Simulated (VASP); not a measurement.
# H6C2O in VASP: relaxation of the atoms with PBE+D3(BJ)

Aim: the relaxation of the atoms of H6C2O with PBE+D3(BJ).

Everything below comes from runs of VASP 6.6.1. Logs are shortened: lines on timing, memory, paths and dates and some standing lists are left out, and cuts for length are marked.

### 1 The cell of the first run

The cell holds an amorphous packing of atoms, 36 atoms: a = 7.294 Å, b = 7.294 Å, c = 7.294 Å, α = 90.00°, β = 90.00°, γ = 90.00°.

### 2 Relaxation of the atoms, PBE+D3(BJ)

INCAR

```
  ALGO = Normal
  EDIFF = 1E-6
  EDIFFG = -0.3
  ENCUT = 520
  GGA = PE
  IBRION = 2
  ISIF = 2
  ISMEAR = -1
  IVDW = 12
  LASPH = True
  LCHARG = False
  LREAL = Auto
  LWAVE = False
  NELM = 80
  NSW = 35
  PREC = Accurate
  SIGMA = 0.05
```

KPOINTS

```
k-points
0
Gamma
  1 1 1
```

POSCAR

```
H6C2O
1.0
    7.2936330000      0.0000000000      0.0000000000
    0.0000000000      7.2936330000      0.0000000000
    0.0000000000      0.0000000000      7.2936330000
C O H
8 4 24
Direct
    0.3439968000      0.8354991000      0.1937769000
    0.1970849000      0.7640200000      0.0661880000
    0.8102056000      0.1815723000      0.7948680000
    0.9950127000      0.0880609000      0.8034258000
    0.6713968000      0.5540574000      0.4009597000
    0.5889925000      0.4298914000      0.2568638000
    1.0449658000      0.2551069000      0.3541589000
    0.9015712000      0.1054494000      0.3576088000
    0.1007536000      0.6234903000      0.1623237000
    1.1064362000      0.1919107000      0.9261875000
    0.3975229000      0.4168411000      0.2948042000
    0.9840894000     -0.0514316000      0.4403705000
    0.0059857000      0.5767223000      0.0812858000
    0.1039812000      0.8757022000      0.0265044000
    0.2596133000      0.7099512000     -0.0598389000
    0.4231763000      0.9442763000      0.1276796000
    0.2815227000      0.8901748000      0.3183303000
    0.4369702000      0.7246205000      0.2320894000
    1.2255805000      0.1327520000      0.9325324000
    0.9792133000     -0.0537763000      0.8518882000
    1.0568252000      0.0826036000      0.6660744000
    0.7179200000      0.1080830000      0.7023833000
    0.7485623000      0.1858100000      0.9312063000
    0.8260822000      0.3220281000      0.7456128000
    0.3433992000      0.3372269000      0.2027847000
    0.6129223000      0.4868876000      0.1194055000
    0.6542836000      0.2941406000      0.2618403000
    0.8188981000      0.5696974000      0.3792916000
    0.6071709000      0.6891336000      0.3950071000
    0.6484832000      0.4966152000      0.5372730000
    0.8928328000     -0.1483842000      0.4431626000
    0.7811674000      0.1507390000      0.4361440000
    0.8554933000      0.0744829000      0.2174878000
    0.9898276000      0.3798331000      0.2919182000
    1.0896865000      0.2864434000      0.4935291000
    1.1639243000      0.2102778000      0.2751322000
```

Potentials or basis: VASP PAW PBE potentials, release 64 (C, O, H).

Command:

```bash
$ cat potpaw_PBE.64/C/POTCAR potpaw_PBE.64/O/POTCAR potpaw_PBE.64/H/POTCAR > POTCAR
$ mpirun -np 1 vasp_gam > vasp.out
```

OUTCAR:

```text
EDIFF = 1E-6
   EDIFFG = -0.3
   ENCUT = 520
   GGA = PE
   IBRION = 2
   ISIF = 2
   ISMEAR = -1
   IVDW = 12
   LASPH = True
   LREAL = Auto
   NELM = 80
   NSW = 35
   PREC = Accurate
 IVDW          = 12

 ion  position               nearest neighbor table
   1  0.344  0.835  0.194-  18 1.09  17 1.09  16 1.09   2 1.51
   2  0.197  0.764  0.066-  14 1.10  15 1.10   9 1.43   1 1.51
   3  0.810  0.182  0.795-  24 1.09  23 1.09  22 1.09   4 1.51
   4  0.995  0.088  0.803-  21 1.10  20 1.10  10 1.43   3 1.51
   5  0.671  0.554  0.401-  30 1.09  29 1.09  28 1.09   6 1.51
   6  0.589  0.430  0.257-  27 1.10  26 1.10  11 1.43   5 1.51
   7  0.045  0.255  0.354-  35 1.09  36 1.09  34 1.09   8 1.51
   8  0.902  0.105  0.358-  33 1.10  32 1.10  12 1.43   7 1.51
   9  0.101  0.623  0.162-  13 0.97   2 1.43
  10  0.106  0.192  0.926-  19 0.97   4 1.43
  11  0.398  0.417  0.295-  25 0.97   6 1.43
  12  0.984  0.949  0.440-  31 0.97   8 1.43
  13  0.006  0.577  0.081-   9 0.97
  14  0.104  0.876  0.027-   2 1.10
  15  0.260  0.710  0.940-   2 1.10
  16  0.423  0.944  0.128-   1 1.09
  17  0.282  0.890  0.318-   1 1.09
[... 17 lines left out ...]
  35  0.090  0.286  0.494-   7 1.09
  36  0.164  0.210  0.275-   7 1.09

  LATTYP: Found a simple cubic cell.
 ALAT       =     7.2936330000

  Lattice vectors:

 A1 = (   7.2936330000,   0.0000000000,   0.0000000000)
 A2 = (   0.0000000000,   7.2936330000,   0.0000000000)
 A3 = (   0.0000000000,   0.0000000000,   7.2936330000)

Analysis of symmetry for initial positions (statically):
=====================================================================
 Subroutine PRICEL returns:
 Original cell was already a primitive cell.

 Routine SETGRP: Setting up the symmetry group for a
 simple cubic supercell.

 Subroutine GETGRP returns: Found  1 space group operations
 (whereof  1 operations were pure point group operations)
 out of a pool of 48 trial point group operations.

The static configuration has the point symmetry C_1 .

Analysis of symmetry for dynamics (positions and initial velocities):
=====================================================================
 Subroutine PRICEL returns:
 Original cell was already a primitive cell.

 Routine SETGRP: Setting up the symmetry group for a
 simple cubic supercell.

 Subroutine GETGRP returns: Found  1 space group operations
 (whereof  1 operations were pure point group operations)
 out of a pool of 48 trial point group operations.

The dynamic configuration has the point symmetry C_1 .

 Subroutine INISYM returns: Found  1 space group operations
 (whereof  1 operations are pure point group operations),
 and found     1 'primitive' translations

----------------------------------------------------------------------------------------
[... 123 lines left out ...]
   dimension x,y,z NGXF=   108 NGYF=  108 NGZF=  108
   ions per type =               8   4  24
   NGX,Y,Z   is equivalent  to a cutoff of  12.31, 12.31, 12.31 a.u.
   NGXF,Y,Z  is equivalent  to a cutoff of  24.62, 24.62, 24.62 a.u.
 SYSTEM =  unknown system
   PREC   = accura    normal or accurate (medium, high low for compatibility)
   ISTART =      0    job   : 0-new  1-cont  2-samecut
   ICHARG =      2    charge: 1-file 2-atom 10-const
   ISPIN  =      1    spin polarized calculation?
   LNONCOLLINEAR =      F non collinear calculations
   LSORBIT =      F    spin-orbit coupling
   LASPH  =      T    aspherical Exc in radial PAW
   ENCUT  =  520.0 eV  38.22 Ry    6.18 a.u.  13.56 13.56 13.56*2*pi/ulx,y,z
   NELM   =     80;   NELMIN=  2; NELMDL= -5     # of ELM steps
   EDIFF  = 0.1E-05   stopping-criterion for ELM
   LREAL  =      T    real-space projection
   EDIFFG = -.3E+00   stopping-criterion for IOM
   NSW    =     35    number of steps for IOM
   IBRION =      2    ionic relax: 0-MD 1-quasi-New 2-CG
   NFREE  =      1    steps in history (QN), initial steepest desc. (CG)
   ISIF   =      2    stress and relaxation
   ISYM   =      2    0-nonsym 1-usesym 2-fastsym
   POTIM  = 0.5000    time-step for ionic-motion
   TEBEG  =    0.0;   TEEND  =   0.0 temperature during run
   PSTRESS=    0.0 pullay stress
   NELECT =      80.0000    total number of electrons
   NUPDOWN=      -1.0000    fix difference up-down
   EMIN   =  10.00;   EMAX   =-10.00  energy-range for DOS
   EFERMI =   0.00;   METHOD = LEGACY
   ISMEAR =    -1;   SIGMA  =   0.05  broadening in eV -4-tet -1-fermi 0-gaus
   EFERMI_NEDOS =   21; number of points for ismear=-14 and -15
   IALGO  =     38    algorithm
   IMIX   =      4    mixing-type and parameters
     AMIX     =   0.40;   BMIX     =  1.00
     AMIX_MAG =   1.60;   BMIX_MAG =  1.00
  volume/ion in A,a.u.               =      10.78        72.73
  Fermi-wavevector in a.u.,A,eV,Ry     =   0.967151  1.827650 12.726630  0.935381
  Thomas-Fermi vector in A             =   2.097013
   LORBIT       =      0    0 simple, 1 ext, 2 COOP (PROOUT), +10 PAW based schemes
   GGA     = PE    functional components
   LHFCALC =     F    Hartree Fock is set to
   AEXX    =    0.0000 exact exchange contribution
   IVDW    =    12    specifies the selected vdW correction
   LEPSILON=     F    determine dielectric tensor
   LRPA    =     F    only Hartree local field effects (RPA)
 conjugate gradient relaxation of ions
 non-spin polarized calculation
  energy-cutoff  :      520.00
  volume of cell :      388.00
 maximum number of plane-waves:      5198
 NGX is ok and might be reduce to    54
   NGX = 27   NGY = 27   NGZ = 27

--------------------------------------- Ionic step        1  -------------------------------------------

 number of electron      79.9999999 magnetization

 Free energy of the ion-electron system (eV)
  ---------------------------------------------------
  ext. energy  EPLUGINS =         0.00000000
  ---------------------------------------------------
  free energy    TOTEN  =      -186.47716570 eV

  energy without entropy =     -186.47716570  energy(sigma->0) =     -186.47716570

------------------------ aborting loop because EDIFF is reached ----------------------------------------

 Edisp (eV)   -1.41394

 E8    (eV) :    -0.3206
[... 361 lines left out ...]
--------------------------------------- Ionic step        6  -------------------------------------------

 number of electron      80.0000005 magnetization

 Free energy of the ion-electron system (eV)
  ---------------------------------------------------
  ext. energy  EPLUGINS =         0.00000000
  ---------------------------------------------------
  free energy    TOTEN  =      -186.61704061 eV

  energy without entropy =     -186.61704061  energy(sigma->0) =     -186.61704061

 E-fermi :  -1.2925     XC(G=0):  -6.3562

 val. band max:       -2.5652276645   @ k =   0.0000   0.0000   0.0000
 cond. band min:       1.7033613938   @ k =   0.0000   0.0000   0.0000
 fundamental gap:      4.2685890583
 Fermi energy:        -1.2925385464

 k-point     1 :       0.0000    0.0000    0.0000
  band No.  band energies     occupation
      1     -22.3513      2.00000
      2     -22.2591      2.00000
      3     -22.2159      2.00000
      4     -22.0853      2.00000
      5     -15.6187      2.00000
      6     -15.4977      2.00000
[... 44 lines left out ...]
     51       5.3065      0.00000
     52       5.5112      0.00000
 [bands above 52 left out]

------------------------ aborting loop because EDIFF is reached ----------------------------------------

 Edisp (eV)   -1.41376

 E8    (eV) :    -0.3206
[... 59 lines left out ...]
  FREE ENERGIE OF THE ION-ELECTRON SYSTEM (eV)
  ---------------------------------------------------
  free  energy   TOTEN  =      -188.0308011119 eV

  energy  without entropy=     -188.0308011119  energy(sigma->0) =     -188.03080111

 reached required accuracy - stopping structural energy minimisation
```

OSZICAR:

```text
N       E                     dE             d eps       ncg     rms          rms(c)
DAV:   1     0.535579729530E+03    0.53558E+03   -0.40622E+04   126   0.121E+03
DAV:   2    -0.143081998144E+03   -0.67866E+03   -0.64643E+03   169   0.267E+02
DAV:   3    -0.204265217282E+03   -0.61183E+02   -0.60812E+02   148   0.883E+01
[... 61 lines left out ...]
DAV:   5    -0.186617046826E+03   -0.51599E-04   -0.65939E-04   148   0.122E-01    0.295E-02
DAV:   6    -0.186617046857E+03   -0.31138E-07   -0.91665E-05   140   0.422E-02    0.173E-02
DAV:   7    -0.186617042821E+03    0.40365E-05   -0.15486E-05   148   0.206E-02    0.904E-03
DAV:   8    -0.186617041079E+03    0.17420E-05   -0.45432E-06   140   0.112E-02    0.388E-03
DAV:   9    -0.186617040610E+03    0.46918E-06   -0.30453E-06   132   0.105E-02
   6 F= -.18803080E+03 E0= -.18803080E+03  d E =-.359960E-01
```

Wall time 3.4 min (1 thread of Intel Xeon Platinum 8488C (Sapphire Rapids), shared host); peak memory 0.41 GiB.

What came out:

| Item | Value |
| --- | --- |
| Free energy | -188.0308 eV |
| Energy gained by relaxing | 3.9 meV/atom |
| Ionic steps | 6 |
| Pressure after relaxing | 1.5 GPa |
| Largest force after relaxing | 0.294 eV/Å |
| Band gap on the k mesh | 4.27 eV |
| Dispersion energy per atom | -0.039 eV |

Forces on the atoms (eV/Å):
```
C   -0.074 -0.220 -0.134
C   -0.235  0.014  0.044
C    0.068  0.007  0.101
C    0.097  0.146 -0.065
C    0.096 -0.045 -0.114
C    0.010  0.000  0.149
C   -0.089 -0.123 -0.067
C    0.108 -0.213  0.055
O    0.037  0.003 -0.046
O   -0.157 -0.228 -0.068
O   -0.090  0.038  0.178
O    0.016 -0.063 -0.028
H    0.116  0.019 -0.183
H   -0.035  0.152 -0.077
H   -0.005  0.007  0.077
H   -0.046  0.022  0.028
H    0.033  0.081 -0.034
H    0.119  0.047  0.034
H    0.004  0.061 -0.004
H   -0.066  0.016  0.116
H   -0.016  0.178  0.183
H    0.045  0.068  0.110
H   -0.060  0.100 -0.058
H   -0.131  0.083  0.011
H    0.010  0.218 -0.025
H    0.042  0.088  0.037
H    0.259  0.032 -0.135
H   -0.026  0.040  0.144
H    0.108 -0.067  0.104
H    0.090  0.008 -0.100
H   -0.088 -0.152 -0.161
H   -0.212 -0.138  0.024
H   -0.031  0.038 -0.103
H   -0.040  0.013 -0.061
H   -0.013 -0.035  0.141
H    0.154 -0.195 -0.074
```

Step by step:
| step | energy change (eV) | largest force (eV/Å) | pressure (GPa) |
| --- | --- | --- | --- |
| 1 | 0.0000 | 0.6288 | 2.18 |
| 2 | 0.0156 | 1.6675 | 2.05 |
| 3 | -0.0446 | 0.5854 | 2.09 |
| 4 | -0.1028 | 0.7065 | 1.62 |
| 5 | -0.1037 | 0.8138 | 1.56 |
| 6 | -0.1397 | 0.2939 | 1.54 |

Final structure:
```
C O H
1.0
     7.29363    0.00000    0.00000
     0.00000    7.29363    0.00000
     0.00000    0.00000    7.29363
C O H
8 4 24
Direct
  0.34480 0.83857 0.19390
  0.19896 0.76419 0.06669
  0.80863 0.18332 0.79597
  0.99377 0.09139 0.80493
  0.67410 0.55477 0.40311
  0.59219 0.43101 0.25599
  0.04249 0.25280 0.35597
  0.90060 0.10393 0.35562
  0.09522 0.62494 0.16061
  0.10844 0.19369 0.93167
  0.40308 0.41307 0.29726
  0.98186 0.94315 0.43516
  0.00513 0.57459 0.07634
  0.10463 0.87446 0.03075
  0.25972 0.70857 0.93894
  0.42519 0.94675 0.12590
  0.28075 0.89093 0.31938
  0.43547 0.72609 0.22942
  0.22693 0.13265 0.93157
  0.97695 0.94776 0.84866
  0.05881 0.08262 0.66966
  0.71678 0.10770 0.70332
  0.74604 0.18695 0.93301
  0.82486 0.32390 0.74504
  0.34104 0.34244 0.20283
  0.61346 0.48850 0.11674
  0.65440 0.29438 0.25996
  0.82223 0.57044 0.37987
  0.60793 0.69007 0.39812
  0.64846 0.49617 0.53998
  0.89204 0.84539 0.44115
  0.78181 0.14908 0.43580
  0.85648 0.07257 0.21503
  0.99281 0.37808 0.29247
  0.09042 0.28878 0.49327
  0.15908 0.20682 0.27616
```

Levels at points of the mesh, in eV from the valence-band top:
| k point | band 38 | band 39 | band 40 | band 41 | band 42 | band 43 |
| --- | --- | --- | --- | --- | --- | --- |
| (0.00, 0.00, 0.00) | -0.57 | -0.26 | 0.00 | 4.27 | 5.34 | 5.92 |

Caveat: the k points lie up to 0.86 Å⁻¹ apart; the relaxation stopped at a loose force limit of 0.3 eV/Å, so its end isn't a converged minimum.
